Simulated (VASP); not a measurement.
# Ge (Cmmm) in VASP: single point with r2SCAN

Aim: the single point of Ge with r2SCAN.

Everything below comes from runs of VASP 6.6.1. Logs are shortened: lines on timing, memory, paths and dates and some standing lists are left out, and cuts for length are marked.

### Step 1. The cell of the first run

The structure is orthorhombic, space group Cmmm (No. 65). Conventional cell: a = 2.816 Å, b = 5.042 Å, c = 2.634 Å, α = 90.00°, β = 90.00°, γ = 90.00°. Within 3.5 Å of Ge (site symmetry mmm) lie 8 Ge at 2.63 to 2.89 Å.

### Step 2. Single point, r2SCAN

File POSCAR:

```
Ge
1.0
    1.4081380368     -2.5209865568      0.0000000000
    1.4081380368      2.5209865568      0.0000000000
    0.0000000000      0.0000000000      2.6343791939
Ge
1
Direct
    0.5000000000      0.5000000000      0.0000000000
```

File INCAR.step1:

```
SYSTEM = Ge
PREC = Accurate ; ENCUT = 520
ISMEAR = 1 ; SIGMA = 0.1
LREAL = .FALSE. ; LASPH = .TRUE.
NELM = 100 ; NBANDS = 13
GGA = PE ; ALGO = Normal
EDIFF = 1E-4 ; LWAVE = .TRUE.
LCHARG = .FALSE.
```

File INCAR.step2:

```
SYSTEM = Ge
PREC = Accurate ; ENCUT = 520
EDIFF = 1E-6 ; ISMEAR = 1
SIGMA = 0.1 ; LREAL = .FALSE.
LASPH = .TRUE. ; NELM = 100
ALGO = Normal ; ISIF = 2
LWAVE = .FALSE. ; LCHARG = .FALSE.
METAGGA = R2SCAN ; LMIXTAU = .TRUE.
NBANDS = 13 ; ISTART = 1
```

File KPOINTS:

```
Automatic mesh
0
G
  13 13 12
  0 0 0
```

Potentials or basis: VASP PAW PBE potentials, release 64 (Ge_d).

The run is started by

```bash
$ cat potpaw_PBE.64/Ge_d/POTCAR > POTCAR
$ cp INCAR.step1 INCAR
$ mpirun -np 1 vasp_std > vasp.out
$ cp INCAR.step2 INCAR
$ mpirun -np 1 vasp_std > vasp.out
```

OUTCAR:

```text
SYSTEM = Ge
   PREC = Accurate
   ENCUT = 520
   EDIFF = 1E-6
   ISMEAR = 1
   LREAL = .FALSE.
   LASPH = .TRUE.
   NELM = 100
   ISIF = 2
   METAGGA = R2SCAN
   ISTART = 1

 ion  position               nearest neighbor table
   1  0.500  0.500  0.000-

  LATTYP: Found a base centered orthorhombic cell.
 ALAT       =     2.8162760736
 B/A-ratio  =     1.7902978905
 C/A-ratio  =     0.9354122696

  Lattice vectors:

 A1 = (   1.4081380368,  -2.5209865568,   0.0000000000)
 A2 = (   1.4081380368,   2.5209865568,   0.0000000000)
 A3 = (   0.0000000000,   0.0000000000,   2.6343791939)

Analysis of symmetry for initial positions (statically):
=====================================================================
 Subroutine PRICEL returns:
 Original cell was already a primitive cell.

 Routine SETGRP: Setting up the symmetry group for a
 base centered orthorhombic supercell.

 Subroutine GETGRP returns: Found  8 space group operations
 (whereof  8 operations were pure point group operations)
 out of a pool of  8 trial point group operations.

The static configuration has the point symmetry D_2h.

Analysis of symmetry for dynamics (positions and initial velocities):
=====================================================================
 Subroutine PRICEL returns:
 Original cell was already a primitive cell.

 Routine SETGRP: Setting up the symmetry group for a
 base centered orthorhombic supercell.

 Subroutine GETGRP returns: Found  8 space group operations
 (whereof  8 operations were pure point group operations)
 out of a pool of  8 trial point group operations.

The dynamic configuration has the point symmetry D_2h.

 Subroutine INISYM returns: Found  8 space group operations
 (whereof  8 operations are pure point group operations),
 and found     1 'primitive' translations

----------------------------------------------------------------------------------------

                                     Primitive cell

  volume of cell :      18.7035

  direct lattice vectors                    reciprocal lattice vectors
     1.408138037 -2.520986557  0.000000000     0.355078825 -0.198335052  0.000000000
     1.408138037  2.520986557  0.000000000     0.355078825  0.198335052  0.000000000
     0.000000000  0.000000000  2.634379194     0.000000000  0.000000000  0.379596074

  length of vectors
     2.887598648  2.887598648  2.634379194     0.406715828  0.406715828  0.379596074

  position of ions in fractional coordinates (direct lattice)
     0.500000000  0.500000000  0.000000000

  ion indices of the primitive-cell ions
   primitive index   ion index
                 1           1

----------------------------------------------------------------------------------------

 KPOINTS: Automatic mesh

Automatic generation of k-mesh.
 Grid dimensions read from file:
 generate k-points for:   13   13   12

 Generating k-lattice:

  Cartesian coordinates                     Fractional coordinates (reciprocal lattice)
     0.027313756 -0.015256542  0.000000000     0.076923077 -0.000000000  0.000000000
     0.027313756  0.015256542  0.000000000    -0.000000000  0.076923077  0.000000000
     0.000000000  0.000000000  0.031633006     0.000000000  0.000000000  0.083333333

  Length of vectors
     0.031285833  0.031285833  0.031633006

  Shift w.r.t. Gamma in fractional coordinates (k-lattice)
     0.000000000  0.000000000  0.000000000

 Subroutine IBZKPT returns following result:
 ===========================================

 Found    343 irreducible k-points:

 Following reciprocal coordinates:
            Coordinates               Weight
  0.000000  0.000000  0.000000      1.000000
  0.076923  0.000000  0.000000      4.000000
  0.153846  0.000000  0.000000      4.000000
  0.230769  0.000000  0.000000      4.000000
  0.307692  0.000000  0.000000      4.000000
  0.384615  0.000000  0.000000      4.000000
[... 16 lines left out ...]
  0.384615  0.153846  0.000000      4.000000
  0.461538  0.153846  0.000000      4.000000
 [... further k-points ...]
   k-points           NKPTS =    343   k-points in BZ     NKDIM =    343   number of bands    NBANDS=     13
   number of dos      NEDOS =    301   number of ions     NIONS =      1
   total plane-waves  NPLWV =  11520
   dimension x,y,z NGX =    24 NGY =   24 NGZ =   20
   dimension x,y,z NGXF=    48 NGYF=   48 NGZF=   40
   ions per type =               1
   NGX,Y,Z   is equivalent  to a cutoff of  13.82, 13.82, 12.62 a.u.
   NGXF,Y,Z  is equivalent  to a cutoff of  27.63, 27.63, 25.24 a.u.
 SYSTEM =  Ge
   PREC   = accura    normal or accurate (medium, high low for compatibility)
   ISTART =      1    job   : 0-new  1-cont  2-samecut
   ICHARG =      0    charge: 1-file 2-atom 10-const
   ISPIN  =      1    spin polarized calculation?
   LNONCOLLINEAR =      F non collinear calculations
   LSORBIT =      F    spin-orbit coupling
   LASPH  =      T    aspherical Exc in radial PAW
   ENCUT  =  520.0 eV  38.22 Ry    6.18 a.u.   5.37  5.37  4.90*2*pi/ulx,y,z
   NELM   =    100;   NELMIN=  2; NELMDL=  0     # of ELM steps
   EDIFF  = 0.1E-05   stopping-criterion for ELM
   LREAL  =      F    real-space projection
   EDIFFG = 0.1E-04   stopping-criterion for IOM
   NSW    =      0    number of steps for IOM
   IBRION =     -1    ionic relax: 0-MD 1-quasi-New 2-CG
   NFREE  =      0    steps in history (QN), initial steepest desc. (CG)
   ISIF   =      2    stress and relaxation
   ISYM   =      2    0-nonsym 1-usesym 2-fastsym
   POTIM  = 0.5000    time-step for ionic-motion
   TEBEG  =    0.0;   TEEND  =   0.0 temperature during run
   PSTRESS=    0.0 pullay stress
   NELECT =      14.0000    total number of electrons
   NUPDOWN=      -1.0000    fix difference up-down
   EMIN   =  10.00;   EMAX   =-10.00  energy-range for DOS
   EFERMI =   0.00;   METHOD = LEGACY
   ISMEAR =     1;   SIGMA  =   0.10  broadening in eV -4-tet -1-fermi 0-gaus
   EFERMI_NEDOS =   21; number of points for ismear=-14 and -15
   IALGO  =     38    algorithm
   IMIX   =      4    mixing-type and parameters
     AMIX     =   0.40;   BMIX     =  1.00
     AMIX_MAG =   1.60;   BMIX_MAG =  1.00
  volume/ion in A,a.u.               =      18.70       126.22
  Fermi-wavevector in a.u.,A,eV,Ry     =   1.486424  2.808935 30.061495  2.209458
  Thomas-Fermi vector in A             =   2.599712
   LORBIT       =      0    0 simple, 1 ext, 2 COOP (PROOUT), +10 PAW based schemes
   METAGGA = R2SCAN    functional components
   LHFCALC =     F    Hartree Fock is set to
   AEXX    =    0.0000 exact exchange contribution
   IVDW    =     0    specifies the selected vdW correction
   LEPSILON=     F    determine dielectric tensor
   LRPA    =     F    only Hartree local field effects (RPA)
 non-spin polarized calculation
 Methfessel and Paxton  Order N= 1 SIGMA  =   0.10
  energy-cutoff  :      520.00
  volume of cell :       18.70
 maximum number of plane-waves:       516
 NGX is ok and might be reduce to    24
   NGX = 11   NGY = 11   NGZ =  9

 number of electron      14.0000006 magnetization

 Free energy of the ion-electron system (eV)
  ---------------------------------------------------
  ext. energy  EPLUGINS =         0.00000000
  ---------------------------------------------------
  free energy    TOTEN  =       -13.48849488 eV

  energy without entropy =      -13.48831895  energy(sigma->0) =      -13.48843624

 E-fermi :   6.6248     XC(G=0): -12.3474

 val. band max:        6.6168013824   @ k =   0.2308   0.2308   0.0833
 cond. band min:       6.6280628436   @ k =   0.3846   0.0000   0.4167
 fundamental gap:      0.0112614612
 Fermi energy:         6.6248088939

 k-point     1 :       0.0000    0.0000    0.0000
  band No.  band energies     occupation
      1     -18.9270      2.00000
      2     -18.8246      2.00000
      3     -18.7972      2.00000
      4     -18.6491      2.00000
      5     -18.6405      2.00000
      6      -7.2851      2.00000
      7      14.2272      0.00000
      8      14.7969      0.00000
      9      15.4926      0.00000
     10      17.5955      0.00000
     11      20.7973      0.00000
     12      21.9071      0.00000
     13      23.0154      0.00000

 k-point     2 :       0.0769    0.0000    0.0000
  band No.  band energies     occupation
      1     -18.9227      2.00000
      2     -18.8189      2.00000
      3     -18.7966      2.00000
      4     -18.6504      2.00000
      5     -18.6433      2.00000
      6      -7.1328      2.00000
      7      13.7576      0.00000
      8      14.3768      0.00000
      9      14.5050      0.00000
     10      18.0824      0.00000
     11      19.9694      0.00000
     12      21.7887      0.00000
     13      23.7505      0.00000

 k-point     3 :       0.1538    0.0000    0.0000
  band No.  band energies     occupation
      1     -18.9120      2.00000
      2     -18.8129      2.00000
      3     -18.7843      2.00000
      4     -18.6563      2.00000
      5     -18.6488      2.00000
      6      -6.6759      2.00000
      7      11.1007      0.00000
      8      13.4059      0.00000
      9      14.8195      0.00000
     10      17.6645      0.00000
     11      19.5325      0.00000
     12      23.5795      0.00000
     13      25.5936      0.00000
[... 305 lines left out ...]
 k-point    23 :       0.3846    0.1538    0.0000
  band No.  band energies     occupation
      1     -18.8751      2.00000
      2     -18.7971      2.00000
      3     -18.6956      2.00000
      4     -18.6922      2.00000
      5     -18.6675      2.00000
      6      -1.7771      2.00000
      7       1.4500      2.00000
      8       7.1094     -0.00000
      9      18.5838      0.00000
     10      19.1290      0.00000
     11      24.4067      0.00000
     12      25.4411      0.00000
     13      25.8933      0.00000

 k-point    24 :       0.4615    0.1538    0.0000
  band No.  band energies     occupation
      1     -18.8751      2.00000
      2     -18.7954      2.00000
      3     -18.6962      2.00000
      4     -18.6947      2.00000
      5     -18.6675      2.00000
      6      -1.9005      2.00000
      7       1.6170      2.00000
      8       7.0200     -0.00000
      9      18.5262      0.00000
     10      19.2309      0.00000
     11      24.2581      0.00000
     12      25.5322      0.00000
     13      26.1582      0.00000

 [... further k-points ...]

------------------------ aborting loop because EDIFF is reached ----------------------------------------

  FORCE on cell =-STRESS in cart. coord.  units (eV):
  Direction    XX          YY          ZZ          XY          YZ          ZX
  --------------------------------------------------------------------------------------
  -------------------------------------------------------------------------------------
  Total       -0.0312664     -0.0431754     -0.0103679      0.0000000      0.0000000      0.0000000
  in kB       -2.6783357     -3.6984747     -0.8881274      0.0000000      0.0000000      0.0000000
  external PRESSURE =      -2.4216459 kB  Pullay stress =       0.0000000 kB

 VOLUME and BASIS-vectors are now :
 -----------------------------------------------------------------------------
  energy-cutoff  :      520.00
  volume of cell :       18.70
      direct lattice vectors                 reciprocal lattice vectors
     1.408138037 -2.520986557  0.000000000     0.355078825 -0.198335052  0.000000000
     1.408138037  2.520986557  0.000000000     0.355078825  0.198335052  0.000000000
     0.000000000  0.000000000  2.634379194     0.000000000  0.000000000  0.379596074

 POSITION                                       TOTAL-FORCE (eV/Angst)
 -----------------------------------------------------------------------------------
      1.40814      0.00000      0.00000         0.000000      0.000000      0.000000
 -----------------------------------------------------------------------------------
    total drift:                               -0.000000     -0.000000     -0.000000

  FREE ENERGIE OF THE ION-ELECTRON SYSTEM (eV)
  ---------------------------------------------------
  free  energy   TOTEN  =       -13.4884948803 eV

  energy  without entropy=      -13.4883189528  energy(sigma->0) =      -13.48843624
```

Wall time 56 s (1 thread of Intel Xeon 6975P-C (Granite Rapids), shared host); peak memory 0.19 GiB.

Results:

| Item | Value |
| --- | --- |
| Free energy | -13.4885 eV |
| Pressure | -0.2 GPa |
| Band gap on the k mesh | zero (bands 7 and 8 overlap by 10.57 eV) |

Stress tensor (GPa, compression positive):
```
-0.27  0.00  0.00
 0.00 -0.37  0.00
 0.00  0.00 -0.09
```

Levels at points of the mesh, in eV from the Fermi level:
| k point | band 3 | band 4 | band 5 | band 6 | band 7 | band 8 | band 9 | band 10 | band 11 | band 12 |
| --- | --- | --- | --- | --- | --- | --- | --- | --- | --- | --- |
| (0.00, 0.00, 0.00) | -25.42 | -25.27 | -25.27 | -13.91 | 7.60 | 8.17 | 8.87 | 10.97 | 14.17 | 15.28 |
| (0.00, 0.00, 0.50) | -25.36 | -25.35 | -25.30 | -9.58 | -6.24 | 11.58 | 12.28 | 17.69 | 17.86 | 18.79 |

Caveat: the PAW data sets were made with another functional, which shifts forces and pressure a little.
